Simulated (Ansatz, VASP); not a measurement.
# Two plane-wave programs on W2C

INCAR

```
SYSTEM = W2C
PREC     = Accurate       ! precision mode
ENCUT    = 600            ! plane-wave cutoff, eV
EDIFF    = 1E-6           ! SCF threshold, eV
ISMEAR   = 0              ! smearing method
SIGMA    = 0.1            ! smearing width, eV
LREAL    = .FALSE.        ! projectors in reciprocal space
LASPH    = .TRUE.         ! aspherical terms in the spheres
NELM     = 200            ! most SCF steps
ALGO     = Normal         ! electronic algorithm
ISIF     = 2              ! what is computed and relaxed
LWAVE    = .FALSE.        ! write WAVECAR
LCHARG   = .FALSE.        ! write CHGCAR
ISPIN    = 2              ! spin polarisation
MAGMOM   = 0.1 -0.1 0     ! initial moments
LORBIT   = 11             ! projections on sites
LMAXMIX  = 4              ! l up to which the mixer works
GGA      = PE             ! functional
NBANDS   = 27             ! bands
GGA_COMPAT= .FALSE.
```

KPOINTS

```
regular mesh
0
G
  6 6 4
  0 0 0
```

Contents of POSCAR:

```
W2C
1.0
    3.0700456420      0.0000000000      0.0000000000
   -1.5350228210      2.6587375167      0.0000000000
    0.0000000000      0.0000000000      4.6784280000
W C
2 1
Direct
    0.3333333333      0.6666666667      0.7463310000
    0.6666666667      0.3333333333      0.2536690000
    0.0000000000      0.0000000000      0.0000000000
```

Input for Ansatz:

```yaml
crystal:
  lattice:
    - [3.070045642, 0.0, 0.0]
    - [-1.535022821, 2.6587375167, 0.0]
    - [0.0, 0.0, 4.678428]
  atoms:
    - { symbol: W, position: [0.3333333333, 0.6666666667, 0.746331], spin: 0.1 }
    - { symbol: W, position: [0.6666666667, 0.3333333333, 0.253669], spin: -0.1 }
    - { symbol: C, position: [0.0, 0.0, 0.0] }
basis:
  ecutwfc: 450
  ecutrho_ratio: 10
kpoints:
  mp_grid: { grid: [6, 6, 4] }
hamiltonian:
  xc: pbe
scf:
  occupations: { method: gaussian, width: 0.1 }
  lower_state_search: "off"
output:
  forces: true
  stress: true
  eigenvalues: true
  populations: true
magnetization:
  spin_polarized: true
```

Alike in both runs: task single point; functional PBE; k mesh 6 × 6 × 4; occupations gaussian, width 0.1 eV; collinear spin.

|  | VASP | Ansatz |
| --- | --- | --- |
| version | VASP 6.6.1 | Ansatz 0.2.0 |
| potentials or method | VASP PAW PBE potentials, release 64 (W_sv, C), cutoff 600 eV | scalar-relativistic, plane waves, PAW |
| valence electrons in the cell | 32 | 32 |

```csv
,VASP,Ansatz,Ansatz less VASP
gap on the k mesh at the Fermi level (eV),none,none,-
pressure (GPa),-1.2,-1.9,-0.72
"traceless stress, the component that is largest in VASP (GPa)",-1.09,-1.06,+0.036
rms of the force components (eV/Å),0.056,0.081,+0.0254
net moment per atom (μB),0.00,0.00,0.000
```

Atom by atom the forces differ by 0.025 eV/Å (rms over components). A gap of «none» marks a metal or a gap that the smearing closes. Ansatz's warnings: seeded moment not kept.

The k mesh is coarse, so the values compare programs but aren't converged. Neither program's run includes spin-orbit coupling.
